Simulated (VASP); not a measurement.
# Sc (P6_3/mmc) in VASP: a series of runs

The runs below take Sc through electric field gradients, with PBE.

Program: VASP 6.6.1. These are calculated values, not measurements. Logs are shortened: lines on timing, memory, paths and dates and some standing lists are left out, and cuts for length are marked.

### 1 The cell of the first run

The structure is hexagonal, space group P6_3/mmc (No. 194). Conventional cell: a = 3.318 Å, b = 3.318 Å, c = 5.166 Å, α = 90.00°, β = 90.00°, γ = 120.00°. Sc (site symmetry -6m2) has 12 Sc at 3.22 to 3.32 Å within 4.2 Å.

### 2 Electric field gradients, PBE

INCAR reads:

```
PREC     = Accurate       # precision mode
ENCUT    = 520            # plane-wave cutoff, eV
EDIFF    = 1E-8           # SCF threshold, eV
ISMEAR   = 0              # smearing method
SIGMA    = 0.05           # smearing width, eV
LREAL    = False          # projectors in reciprocal space
LASPH    = True           # aspherical terms in the spheres
NELM     = 80             # most SCF steps
ALGO     = Normal         # electronic algorithm
ISIF     = 2              # what is computed and relaxed
LWAVE    = False          # write WAVECAR
LCHARG   = False          # write CHGCAR
GGA      = PE             # functional
LEFG     = True         
NBANDS   = 18             # bands
```

KPOINTS reads:

```
regular mesh
0
Gamma
  16 16 8
```

POSCAR reads:

```
Sc
1.0
    3.3176230043      0.0000000000      0.0000000000
   -1.6588115021      2.8731458019      0.0000000000
    0.0000000000      0.0000000000      5.1656421988
Sc
2
Direct
    0.3333333333      0.6666666667      0.2500000000
    0.6666666667      0.3333333333      0.7500000000
```

Potentials or basis: VASP PAW PBE potentials, release 64 (Sc_sv).

The run is started by

```sh
> cat potpaw_PBE.64/Sc_sv/POTCAR > POTCAR
> mpirun -np 1 vasp_std > vasp.out
```

OUTCAR:

```text
PREC = Accurate
   ENCUT = 520
   EDIFF = 1E-8
   ISMEAR = 0
   LREAL = False
   LASPH = True
   NELM = 80
   ISIF = 2
   GGA = PE

 ion  position               nearest neighbor table
   1  0.333  0.667  0.250-   2 3.22   2 3.22   2 3.22   2 3.22   2 3.22   2 3.22
   2  0.667  0.333  0.750-   1 3.22   1 3.22   1 3.22   1 3.22   1 3.22   1 3.22

  LATTYP: Found a hexagonal cell.
 ALAT       =     3.3176230043
 C/A-ratio  =     1.5570311009

  Lattice vectors:

 A1 = (   3.3176230043,   0.0000000000,   0.0000000000)
 A2 = (  -1.6588115021,   2.8731458019,   0.0000000000)
 A3 = (   0.0000000000,   0.0000000000,   5.1656421988)

Analysis of symmetry for initial positions (statically):
=====================================================================
 Subroutine PRICEL returns:
 Original cell was already a primitive cell.

 Routine SETGRP: Setting up the symmetry group for a
 hexagonal supercell.

 Subroutine GETGRP returns: Found 24 space group operations
 (whereof 12 operations were pure point group operations)
 out of a pool of 24 trial point group operations.

The static configuration has the point symmetry D_3d.
 The point group associated with its full space group is D_6h.

Analysis of symmetry for dynamics (positions and initial velocities):
=====================================================================
 Subroutine PRICEL returns:
 Original cell was already a primitive cell.

 Routine SETGRP: Setting up the symmetry group for a
 hexagonal supercell.

 Subroutine GETGRP returns: Found 24 space group operations
 (whereof 12 operations were pure point group operations)
 out of a pool of 24 trial point group operations.

The dynamic configuration has the point symmetry D_3d.
 The point group associated with its full space group is D_6h.

 Subroutine INISYM returns: Found 24 space group operations
 (whereof 12 operations are pure point group operations),
 and found     1 'primitive' translations

----------------------------------------------------------------------------------------

                                     Primitive cell

  volume of cell :      49.2390

  direct lattice vectors                    reciprocal lattice vectors
     3.317623004  0.000000000  0.000000000     0.301420625  0.174025279  0.000000000
    -1.658811502  2.873145802  0.000000000     0.000000000  0.348050558  0.000000000
     0.000000000  0.000000000  5.165642199     0.000000000  0.000000000  0.193586772

  length of vectors
     3.317623004  3.317623004  5.165642199     0.348050558  0.348050558  0.193586772

  position of ions in fractional coordinates (direct lattice)
     0.333333333  0.666666667  0.250000000
     0.666666667  0.333333333  0.750000000

  ion indices of the primitive-cell ions
   primitive index   ion index
                 1           1
                 2           2

----------------------------------------------------------------------------------------

 KPOINTS: regular mesh

Automatic generation of k-mesh.
 Grid dimensions read from file:
 generate k-points for:   16   16    8

 Generating k-lattice:

  Cartesian coordinates                     Fractional coordinates (reciprocal lattice)
     0.018838789  0.010876580  0.000000000     0.062500000  0.000000000  0.000000000
     0.000000000  0.021753160  0.000000000     0.000000000  0.062500000  0.000000000
     0.000000000  0.000000000  0.024198347     0.000000000  0.000000000  0.125000000

  Length of vectors
     0.021753160  0.021753160  0.024198347

  Shift w.r.t. Gamma in fractional coordinates (k-lattice)
     0.000000000  0.000000000  0.000000000

 Subroutine IBZKPT returns following result:
 ===========================================

 Found    150 irreducible k-points:

 Following reciprocal coordinates:
            Coordinates               Weight
  0.000000  0.000000  0.000000      1.000000
  0.062500  0.000000  0.000000      6.000000
  0.125000  0.000000  0.000000      6.000000
  0.187500  0.000000  0.000000      6.000000
  0.250000  0.000000  0.000000      6.000000
  0.312500 -0.000000  0.000000      6.000000
[... 16 lines left out ...]
  0.187500  0.187500  0.000000      6.000000
  0.250000  0.187500  0.000000     12.000000
 [... further k-points ...]
   k-points           NKPTS =    150   k-points in BZ     NKDIM =    150   number of bands    NBANDS=     18
   number of dos      NEDOS =    301   number of ions     NIONS =      2
   total plane-waves  NPLWV =  31360
   dimension x,y,z NGX =    28 NGY =   28 NGZ =   40
   dimension x,y,z NGXF=    56 NGYF=   56 NGZF=   80
   ions per type =               2
   NGX,Y,Z   is equivalent  to a cutoff of  14.03, 14.03, 12.87 a.u.
   NGXF,Y,Z  is equivalent  to a cutoff of  28.06, 28.06, 25.75 a.u.
 SYSTEM =  unknown system
   PREC   = accura    normal or accurate (medium, high low for compatibility)
   ISTART =      0    job   : 0-new  1-cont  2-samecut
   ICHARG =      2    charge: 1-file 2-atom 10-const
   ISPIN  =      1    spin polarized calculation?
   LNONCOLLINEAR =      F non collinear calculations
   LSORBIT =      F    spin-orbit coupling
   LASPH  =      T    aspherical Exc in radial PAW
   ENCUT  =  520.0 eV  38.22 Ry    6.18 a.u.   6.17  6.17  9.60*2*pi/ulx,y,z
   NELM   =     80;   NELMIN=  2; NELMDL= -5     # of ELM steps
   EDIFF  = 0.1E-07   stopping-criterion for ELM
   LREAL  =      F    real-space projection
   EDIFFG = 0.1E-06   stopping-criterion for IOM
   NSW    =      0    number of steps for IOM
   IBRION =     -1    ionic relax: 0-MD 1-quasi-New 2-CG
   NFREE  =      0    steps in history (QN), initial steepest desc. (CG)
   ISIF   =      2    stress and relaxation
   ISYM   =      2    0-nonsym 1-usesym 2-fastsym
   POTIM  = 0.5000    time-step for ionic-motion
   TEBEG  =    0.0;   TEEND  =   0.0 temperature during run
   PSTRESS=    0.0 pullay stress
   NELECT =      22.0000    total number of electrons
   NUPDOWN=      -1.0000    fix difference up-down
   EMIN   =  10.00;   EMAX   =-10.00  energy-range for DOS
   EFERMI =   0.00;   METHOD = LEGACY
   ISMEAR =     0;   SIGMA  =   0.05  broadening in eV -4-tet -1-fermi 0-gaus
   EFERMI_NEDOS =   21; number of points for ismear=-14 and -15
   IALGO  =     38    algorithm
   IMIX   =      4    mixing-type and parameters
     AMIX     =   0.40;   BMIX     =  1.00
     AMIX_MAG =   1.60;   BMIX_MAG =  1.00
  volume/ion in A,a.u.               =      24.62       166.14
  Fermi-wavevector in a.u.,A,eV,Ry     =   1.251544  2.365075 21.311647  1.566362
  Thomas-Fermi vector in A             =   2.385486
   LORBIT       =      0    0 simple, 1 ext, 2 COOP (PROOUT), +10 PAW based schemes
   GGA     = PE    functional components
   LHFCALC =     F    Hartree Fock is set to
   AEXX    =    0.0000 exact exchange contribution
   IVDW    =     0    specifies the selected vdW correction
   LEPSILON=     F    determine dielectric tensor
   LRPA    =     F    only Hartree local field effects (RPA)
 non-spin polarized calculation
 Gauss-broadening in eV      SIGMA  =   0.05
  energy-cutoff  :      520.00
  volume of cell :       49.24
 maximum number of plane-waves:      1345
 NGX is ok and might be reduce to    28
   NGX = 13   NGY = 13   NGZ = 19

 number of electron      21.9999995 magnetization

 Free energy of the ion-electron system (eV)
  ---------------------------------------------------
  ext. energy  EPLUGINS =         0.00000000
  ---------------------------------------------------
  free energy    TOTEN  =       -12.50029706 eV

  energy without entropy =      -12.49526811  energy(sigma->0) =      -12.49778258

 E-fermi :   3.6849     XC(G=0):  -9.8816

 val. band max:        3.6746863036   @ k =   0.1875   0.0625   0.2500
 cond. band min:       3.6917445977   @ k =   0.1875   0.1875   0.0000
 fundamental gap:      0.0170582941
 Fermi energy:         3.6849079699

 k-point     1 :       0.0000    0.0000    0.0000
  band No.  band energies     occupation
      1     -45.7289      2.00000
      2     -45.6575      2.00000
      3     -24.5575      2.00000
      4     -24.2179      2.00000
      5     -24.2179      2.00000
      6     -24.1510      2.00000
[... 10 lines left out ...]
     17       5.9975      0.00000
     18       5.9975      0.00000

 k-point     2 :       0.0625    0.0000    0.0000
  band No.  band energies     occupation
      1     -45.7271      2.00000
      2     -45.6569      2.00000
      3     -24.5524      2.00000
      4     -24.2276      2.00000
      5     -24.2213      2.00000
      6     -24.1613      2.00000
[... 10 lines left out ...]
     17       5.9266      0.00000
     18       5.9441      0.00000

 k-point     3 :       0.1250    0.0000    0.0000
  band No.  band energies     occupation
      1     -45.7218      2.00000
      2     -45.6552      2.00000
      3     -24.5374      2.00000
      4     -24.2554      2.00000
      5     -24.2309      2.00000
      6     -24.1903      2.00000
[... 10 lines left out ...]
     17       5.8664      0.00000
     18       5.9431      0.00000

 k-point     4 :       0.1875    0.0000    0.0000
  band No.  band energies     occupation
      1     -45.7137      2.00000
      2     -45.6529      2.00000
      3     -24.5138      2.00000
      4     -24.2974      2.00000
      5     -24.2448      2.00000
      6     -24.2328      2.00000
[... 375 lines left out ...]
      4     -24.3935      2.00000
      5     -24.3621      2.00000
      6     -24.3200      2.00000
[... 10 lines left out ...]
     17       7.4642      0.00000
     18       7.6532      0.00000

 k-point    23 :       0.1875    0.1875    0.0000
  band No.  band energies     occupation
      1     -45.6905      2.00000
      2     -45.6486      2.00000
      3     -24.4405      2.00000
      4     -24.3690      2.00000
      5     -24.3672      2.00000
      6     -24.2674      2.00000
[... 10 lines left out ...]
     17       6.8059      0.00000
     18       7.1876      0.00000

 k-point    24 :       0.2500    0.1875    0.0000
  band No.  band energies     occupation
      1     -45.6811      2.00000
      2     -45.6483      2.00000
      3     -24.4088      2.00000
      4     -24.4074      2.00000
      5     -24.3806      2.00000
      6     -24.2918      2.00000
[... 10 lines left out ...]
     17       7.1776      0.00000
     18       7.5854      0.00000

 [... further k-points ...]

------------------------ aborting loop because EDIFF is reached ----------------------------------------

  FORCE on cell =-STRESS in cart. coord.  units (eV):
  Direction    XX          YY          ZZ          XY          YZ          ZX
  --------------------------------------------------------------------------------------
  -------------------------------------------------------------------------------------
  Total        0.0091738      0.0091738      0.0112544      0.0000000      0.0000000     -0.0000000
  in kB        0.2985038      0.2985038      0.3662058      0.0000000      0.0000000     -0.0000000
  external PRESSURE =       0.3210711 kB  Pullay stress =       0.0000000 kB

 VOLUME and BASIS-vectors are now :
 -----------------------------------------------------------------------------
  energy-cutoff  :      520.00
  volume of cell :       49.24
      direct lattice vectors                 reciprocal lattice vectors
     3.317623004  0.000000000  0.000000000     0.301420625  0.174025279  0.000000000
    -1.658811502  2.873145802  0.000000000     0.000000000  0.348050558  0.000000000
     0.000000000  0.000000000  5.165642199     0.000000000  0.000000000  0.193586772

 POSITION                                       TOTAL-FORCE (eV/Angst)
 -----------------------------------------------------------------------------------
     -0.00000      1.91543      1.29141        -0.000000      0.000000      0.000000
      1.65881      0.95772      3.87423         0.000000      0.000000      0.000000
 -----------------------------------------------------------------------------------
    total drift:                               -0.000000      0.000000     -0.000000

  FREE ENERGIE OF THE ION-ELECTRON SYSTEM (eV)
  ---------------------------------------------------
  free  energy   TOTEN  =       -12.5002970555 eV

  energy  without entropy=      -12.4952681132  energy(sigma->0) =      -12.49778258

 Electric field gradients (V/A^2)
---------------------------------------------------------------------
 ion       V_xx      V_yy      V_zz      V_xy      V_xz      V_yz
---------------------------------------------------------------------
   1      -6.824    -6.824    13.648     0.000     0.000    -0.000
   2      -6.824    -6.824    13.648     0.000    -0.000     0.000
---------------------------------------------------------------------

 Electric field gradients after diagonalization (V/A^2)
 (convention: |V_zz| > |V_xx| > |V_yy|)
----------------------------------------------------------------------
 ion       V_xx      V_yy      V_zz     asymmetry (V_yy - V_xx)/ V_zz
----------------------------------------------------------------------
   1      -6.824    -6.823    13.648       0.000
   2      -6.824    -6.823    13.648       0.000
----------------------------------------------------------------------

           NMR quadrupolar parameters

 Cq : quadrupolar parameter    Cq=e*Q*V_zz/h
 eta: asymmetry parameters     (V_yy - V_xx)/ V_zz
 Q  : nuclear electric quadrupole moment in mb (millibarn)
----------------------------------------------------------------------
 ion       Cq(MHz)       eta       Q (mb)
----------------------------------------------------------------------
   1       0.033       0.000       1.000
   2       0.033       0.000       1.000
----------------------------------------------------------------------
```

Run time: 2.8 min. Hardware: 1 thread of Oxide Virtual Turin-like, shared host; peak memory 0.22 GiB.

What came out:

```yaml
Free_energy: -12.5003 eV
Pressure: 0.0 GPa
Band_gap_on_the_k_mesh: zero (bands 11 and 12 overlap by 1.49 eV)
Largest_electric_field_gradient_by_atom: Sc +13.6 V/Å²
```

Levels at points of the mesh, in eV from the Fermi level:
```
           k point  band 8  band 9  band 10  band 11  band 12  band 13  band 14  band 15
(0.00, 0.00, 0.00)  -27.81   -5.13    -1.63     0.62     1.59     1.59     1.86     2.04
(0.50, 0.00, 0.00)  -27.87   -1.62    -1.06    -0.67    -0.34     1.30     1.34     1.87
(0.00, 0.00, 0.50)  -27.87   -3.58    -3.58     0.98     0.98     1.51     1.51     1.51
(0.50, 0.00, 0.50)  -27.91   -1.47    -1.47     0.07     0.07     1.28     1.28     2.37
```

Electric field gradients, principal values (V/Å²):
```csv
atom,least,middle,greatest (by size)
1 Sc,-6.823,-6.824,13.648
2 Sc,-6.823,-6.824,13.648
```

Caveat: without QUAD_EFG the Cq values of the log hold for a quadrupole moment of 1 mb, not for the nuclei.

### 3 Electric field gradients, PBE

This run uses another cell than the first one, of 25.00 Å³/atom.

INCAR is that of step 2.

KPOINTS reads:

```
Automatic mesh
0
Gamma
  16 16 8
```

POSCAR reads:

```
Sc
1.0
    3.3090000000      0.0000000000      0.0000000000
   -1.6545000000      2.8656780611      0.0000000000
    0.0000000000      0.0000000000      5.2733000000
Sc
2
Direct
    0.3333333333      0.6666666667      0.2500000000
    0.6666666667      0.3333333333      0.7500000000
```

Potentials or basis: VASP PAW PBE potentials, release 64 (Sc_sv).

The run is started by

```sh
> cat potpaw_PBE.64/Sc_sv/POTCAR > POTCAR
> mpirun -np 1 vasp_std > vasp.out
```

OUTCAR:

```text
PREC = Accurate
   ENCUT = 520
   EDIFF = 1E-8
   ISMEAR = 0
   LREAL = False
   LASPH = True
   NELM = 80
   ISIF = 2
   GGA = PE

 ion  position               nearest neighbor table
   1  0.333  0.667  0.250-   2 3.26   2 3.26   2 3.26   2 3.26   2 3.26   2 3.26
   2  0.667  0.333  0.750-   1 3.26   1 3.26   1 3.26   1 3.26   1 3.26   1 3.26

  LATTYP: Found a hexagonal cell.
 ALAT       =     3.3090000000
 C/A-ratio  =     1.5936234512

  Lattice vectors:

[... 719 lines left out ...]

  FREE ENERGIE OF THE ION-ELECTRON SYSTEM (eV)
  ---------------------------------------------------
  free  energy   TOTEN  =       -12.4944901060 eV

  energy  without entropy=      -12.4894445552  energy(sigma->0) =      -12.49196733

 Electric field gradients (V/A^2)
---------------------------------------------------------------------
 ion       V_xx      V_yy      V_zz      V_xy      V_xz      V_yz
---------------------------------------------------------------------
   1      -4.850    -4.850     9.700     0.000     0.000    -0.000
   2      -4.850    -4.850     9.700     0.000    -0.000     0.000
---------------------------------------------------------------------

 Electric field gradients after diagonalization (V/A^2)
 (convention: |V_zz| > |V_xx| > |V_yy|)
----------------------------------------------------------------------
 ion       V_xx      V_yy      V_zz     asymmetry (V_yy - V_xx)/ V_zz
----------------------------------------------------------------------
   1      -4.850    -4.849     9.700       0.000
   2      -4.850    -4.849     9.700       0.000
----------------------------------------------------------------------

           NMR quadrupolar parameters

 Cq : quadrupolar parameter    Cq=e*Q*V_zz/h
 eta: asymmetry parameters     (V_yy - V_xx)/ V_zz
 Q  : nuclear electric quadrupole moment in mb (millibarn)
----------------------------------------------------------------------
 ion       Cq(MHz)       eta       Q (mb)
----------------------------------------------------------------------
   1       0.023       0.000       1.000
   2       0.023       0.000       1.000
----------------------------------------------------------------------
```

OSZICAR:

```text
N       E                     dE             d eps       ncg     rms          rms(c)
DAV:   1     0.361653494629E+03    0.36165E+03   -0.10988E+04  5416   0.129E+03
DAV:   2     0.688599597041E+01   -0.35477E+03   -0.34780E+03  6592   0.544E+02
DAV:   3    -0.135005934699E+02   -0.20387E+02   -0.19602E+02  8904   0.157E+02
DAV:   4    -0.139132267968E+02   -0.41263E+00   -0.40963E+00  8136   0.201E+01
DAV:   5    -0.139183433753E+02   -0.51166E-02   -0.51137E-02  9266   0.243E+00    0.750E+00
DAV:   6    -0.126625382526E+02    0.12558E+01   -0.28893E+00  7094   0.186E+01    0.223E+00
DAV:   7    -0.125059960969E+02    0.15654E+00   -0.71674E-01  7308   0.841E+00    0.883E-01
DAV:   8    -0.124963537475E+02    0.96423E-02   -0.34735E-02  7104   0.234E+00    0.270E-01
DAV:   9    -0.124944764629E+02    0.18773E-02   -0.10468E-02  7354   0.105E+00    0.231E-02
DAV:  10    -0.124944937904E+02   -0.17327E-04   -0.15312E-04  8384   0.168E-01    0.861E-03
DAV:  11    -0.124944878748E+02    0.59156E-05   -0.48107E-06  8360   0.238E-02    0.242E-03
DAV:  12    -0.124944905190E+02   -0.26442E-05   -0.64961E-07  8826   0.723E-03    0.103E-03
DAV:  13    -0.124944901011E+02    0.41791E-06   -0.29990E-08  6240   0.185E-03    0.724E-05
DAV:  14    -0.124944901060E+02   -0.49531E-08   -0.18564E-09  3950   0.792E-04
   1 F= -.12494490E+02 E0= -.12491967E+02  d E =-.504555E-02
```

stdout:

```text
POSCAR found type information on POSCAR Sc
 POSCAR found :  1 types and       2 ions
 scaLAPACK will be used
 LDA part: xc-table for (Slater+PW92), standard interpolation
 POSCAR, INCAR and KPOINTS ok, starting setup
 FFT: planning ... GRIDC
 FFT: planning ... GRID_SOFT
 FFT: planning ... GRID
 WAVECAR not read
 entering main loop
ion   1

ion   2
```

Run time: 2.2 min. Hardware: 1 thread of Oxide Virtual Turin-like, shared host; peak memory 0.22 GiB.

What came out:

```
Free energy                             : -12.4945 eV
Pressure                                : -0.7 GPa
Band gap on the k mesh                  : zero (bands 11 and 12 overlap by 1.35 eV)
Largest electric field gradient by atom : Sc +9.7 V/Å²
```

Stress tensor (GPa, compression positive):
```
-0.14  0.00  0.00
 0.00 -0.14  0.00
 0.00  0.00 -1.92
```

Electric field gradients, principal values (V/Å²):
```csv
atom,least,middle,greatest (by size)
1 Sc,-4.849,-4.850,9.700
2 Sc,-4.849,-4.850,9.700
```

Caveat: without QUAD_EFG the Cq values of the log hold for a quadrupole moment of 1 mb, not for the nuclei.

The gap in the log of VASP goes by the Fermi energy; the results here count the filled bands.